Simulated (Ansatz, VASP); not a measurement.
Ge: VASP beside Ansatz

```
CELL_PARAMETERS angstrom
3.87578 0.00000 0.00000
-1.93789 3.35652 0.00000
0.00000 0.00000 6.60271
ATOMIC_POSITIONS crystal
Ge 0.66667 0.33333 0.06298
Ge 0.33333 0.66667 0.56298
Ge 0.66667 0.33333 0.43702
Ge 0.33333 0.66667 0.93702
```

Change from the starting cell: strain -0.030 along x and y, +0.000 along z, atoms carried along.

Alike in both runs: task single point; functional r2SCAN; k mesh 12 × 12 × 6; occupations gaussian, width 0.03 eV; no spin polarisation.

|  | VASP | Ansatz |
| --- | --- | --- |
| version | VASP 6.6.1 | Ansatz 0.2.0 |
| potentials or method | VASP PAW PBE potentials, release 64 (Ge_d), cutoff 520 eV | scalar-relativistic, plane waves, PAW |
| valence electrons in the cell | 56 | 56 |

Ansatz gave:

```
gap on the k mesh at the Fermi level (eV)                     : 0.37
least direct gap on the mesh (eV)                             : 0.60
pressure (GPa)                                                : 5.1
traceless stress, the component that is largest in VASP (GPa) : -4.44
rms of the force components (eV/Å)                            : 0.198
```

Which values does VASP return?

gap on the k mesh at the Fermi level (eV): 0.36; least direct gap on the mesh (eV): 0.57; pressure (GPa): 5.2; traceless stress, the component that is largest in VASP (GPa): -4.42; rms of the force components (eV/Å): 0.200.

VASP's potentials were made for PBE, not for r2SCAN. Atom by atom the forces differ by 0.002 eV/Å (rms over components).
